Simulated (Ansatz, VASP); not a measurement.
## MgO2: VASP beside Ansatz

```
Mg O
1.0
     4.84083    0.00000    0.00000
     0.00000    4.84083    0.00000
     0.00000    0.00000    4.84083
Mg O
4 8
Direct
  0.00000 0.50000 0.50000
  0.50000 0.50000 0.00000
  0.50000 0.00000 0.50000
  0.00000 0.00000 0.00000
  0.41163 0.08837 0.91163
  0.08837 0.91163 0.41163
  0.91163 0.41163 0.08837
  0.58837 0.58837 0.58837
  0.41163 0.41163 0.41163
  0.08837 0.58837 0.91163
  0.91163 0.08837 0.58837
  0.58837 0.91163 0.08837
```

Alike in both runs: task electric field gradients; functional PBEsol; k mesh 6 × 6 × 6; no spin polarisation.

```csv
,VASP,Ansatz
version,VASP 6.6.1,Ansatz 0.2.0
potentials or method,"VASP PAW PBE potentials, release 64 (Mg, O), cutoff 520 eV","scalar-relativistic, plane waves, PAW"
occupations,"gaussian, width 0.01 eV",fixed
valence electrons in the cell,56,88
```

```csv
,VASP,Ansatz,Ansatz less VASP
gap on the k mesh at the Fermi level (eV),3.95,3.97,+0.026
least direct gap on the mesh (eV),4.07,4.10,+0.025
pressure (GPa),-0.1,0.0,+0.08
rms of the force components (eV/Å),0.093,0.000,-0.0930
size of Vzz on the site where it differs most (V/Å²),295.3,288.7,-6.60
```

VASP's potentials were made for PBE, not for PBEsol. Atom by atom the forces differ by 0.093 eV/Å (rms over components). VASP's potentials hold 56 valence electrons a cell and Ansatz's 88, so a difference there can come from the potentials and not from the codes.
